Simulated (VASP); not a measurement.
## Mo: single point with PBE0

Crystal: Mo.

```
CELL_PARAMETERS angstrom
-1.61487 1.61487 1.61487
1.61487 -1.61487 1.61487
1.61487 1.61487 -1.61487
ATOMIC_POSITIONS crystal
Mo 0.00000 0.00000 0.00000
```

```yaml
Program: VASP 6.6.1
Task: single point
Functional: PBE0
Potentials_or_basis: VASP PAW PBE potentials, release 64 (Mo_sv)
Cutoff: 520 eV
k_mesh: 8 × 8 × 8
Occupations: fermi-dirac, width 0.05 eV
Spin: no spin polarisation
Dipole_correction: no
Grid_for_exact_exchange_PRECFOCK: Normal
Further_INCAR_settings: ALGO = Normal; EDIFF = 1e-06; NBANDS = 13
```

```yaml
Pressure: -19.9 GPa
Band_gap_on_the_k_mesh: zero (band 7 reaches 15.78 eV, above the bottom of band 8 at 9.39 eV)
```

Levels at points of the mesh, in eV from the Fermi level:
```tsv
k point	band 5	band 6	band 7	band 8	band 9	band 10
(0.00, 0.00, 0.00)	-8.40	-1.77	-1.77	-1.77	2.87	2.87
(0.50, 0.00, 0.00)	-5.99	-3.98	1.43	2.74	3.33	5.36
(0.50, 0.50, 0.50)	-5.80	-5.80	4.63	4.63	4.63	9.71
```

Wall time 30 min on 1 thread of Intel(R) Xeon(R) Platinum 8375C CPU @ 2.90GHz (Ice Lake), with other jobs on the host, peak memory 0.16 GiB.

Caveat: the PAW data sets were made with another functional, which shifts forces and pressure a little.
